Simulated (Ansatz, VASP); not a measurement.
GaN in VASP and in Ansatz

The input INCAR:

```
PREC = Accurate ; ENCUT = 1330
EDIFF = 1E-6 ; ISMEAR = -1
SIGMA = 0.05 ; LREAL = F
LASPH = T ; NELM = 120
ALGO = Normal ; ISIF = 2
LWAVE = F ; LCHARG = F
GGA = B5 ; ALDAX = 1.0
AGGAX = 1.0 ; AGGAC = 1.0
ALDAC = 0.0 ; NBANDS = 16
GGA_COMPAT = F
```

File KPOINTS:

```
regular mesh
0
Gamma
  11 11 11
```

File POSCAR:

```
GaN
1.0
    0.0000000000      2.1352350000      2.1352350000
    2.1352350000      0.0000000000      2.1352350000
    2.1352350000      2.1352350000      0.0000000000
Ga N
1 1
Direct
    0.0000000000      0.0000000000      0.0000000000
    0.5000000000      0.5000000000      0.5000000000
```

input.yaml

```yaml
crystal:
  lattice:
    - [0.0, 2.135235, 2.135235]
    - [2.135235, 0.0, 2.135235]
    - [2.135235, 2.135235, 0.0]
  atoms:
    - { symbol: Ga, position: [0.0, 0.0, 0.0] }
    - { symbol: "N", position: [0.5, 0.5, 0.5] }
hamiltonian:
  xc: blyp
  pseudopotentials: { kind: paw }
kpoints:
  mp_grid: { grid: [11, 11, 11] }
  band_path:
    path:
      - [[0.0, 0.0, 0.0], [0.5, 0.0, 0.5], [0.5, 0.25, 0.75], [0.375, 0.375, 0.75], [0.0, 0.0, 0.0], [0.5, 0.5, 0.5], [0.625, 0.25, 0.625], [0.5, 0.25, 0.75], [0.5, 0.5, 0.5], [0.375, 0.375, 0.75]]
      - [[0.625, 0.25, 0.625], [0.5, 0.0, 0.5]]
    npoints: 14
scf:
  occupations: { method: fermi_dirac, width: 0.05 }
  n_extra_bands: 6
output:
  forces: true
  stress: true
  eigenvalues: true
  fatbands: false
```

Alike in both runs: functional BLYP; k mesh 11 × 11 × 11; occupations fermi-dirac, width 0.05 eV; no spin polarisation.

|  | VASP | Ansatz |
| --- | --- | --- |
| version | VASP 6.6.1 | Ansatz 0.2.0 |
| potentials or method | VASP PAW PBE potentials, release 64 (Ga_d, N_h) | Ansatz PAW |
| plane-wave cutoff (eV) | 1330 | 420 |
| valence electrons in the cell | 18 | 18 |
| task | single point | band structure |

Ansatz gave:

```
gap on the k mesh at the Fermi level (eV) : 0.43
least direct gap on the mesh (eV)         : 2.41
pressure (GPa)                            : 7.7
```

Estimate VASP's values.

gap on the k mesh at the Fermi level (eV): 0.46; least direct gap on the mesh (eV): 2.44; pressure (GPa): 8.8.

VASP's potentials were made for PBE, not for BLYP. With one functional, cell and mesh, what is left measures potentials, basis and numerics.

Noted on Ansatz's run: the k mesh misses the band edges, so the gap on the mesh is wider than the one along the path.
